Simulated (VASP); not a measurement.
SrTe (rocksalt type):

```
CELL_PARAMETERS angstrom
0.00000 3.21951 3.21951
3.21951 0.00000 3.21951
3.21951 3.21951 0.00000
ATOMIC_POSITIONS crystal
Sr 0.00000 0.00000 0.00000
Te 0.50000 0.50000 0.50000
```

```yaml
Program: VASP 6.6.1
Task: relaxation of cell and atoms
Functional: PBE
Potentials_or_basis: VASP PAW PBE potentials, release 64 (Sr_sv, Te)
Cutoff: 500 eV
k_mesh: 11 × 11 × 11
Occupations: fermi-dirac, width 0.03 eV
Spin: no spin polarisation
```

At the start: pressure 5.5 GPa; volume 33.37 Å³/atom.

Problem. Where does the relaxation end?

Solution. Over 5 steps the energy falls by 71.3 meV/atom and the volume is 37.99 Å³/atom (+13.8 %); space group Fm-3m (No. 225, to 0.1 Å) before and after.

Step by step:
```tsv
step	energy change (eV)	largest force (eV/Å)	pressure (GPa)	volume (Å³)
1	0.0000	0.0000	5.53	66.74
2	-0.1345	0.0000	-0.99	78.50
3	-0.1425	0.0000	0.03	75.92
4	-0.1425	0.0000	-0.06	76.11
5	-0.1425	0.0000	0.01	75.97
```

Final structure:
```yaml
crystal:
  lattice:
    - [0.00000, 3.36157, 3.36157]
    - [3.36157, 0.00000, 3.36157]
    - [3.36157, 3.36157, 0.00000]
  atoms:
    - { symbol: Sr, position: [0.00000, 0.00000, 0.00000] }
    - { symbol: Te, position: [0.50000, 0.50000, 0.50000] }
```
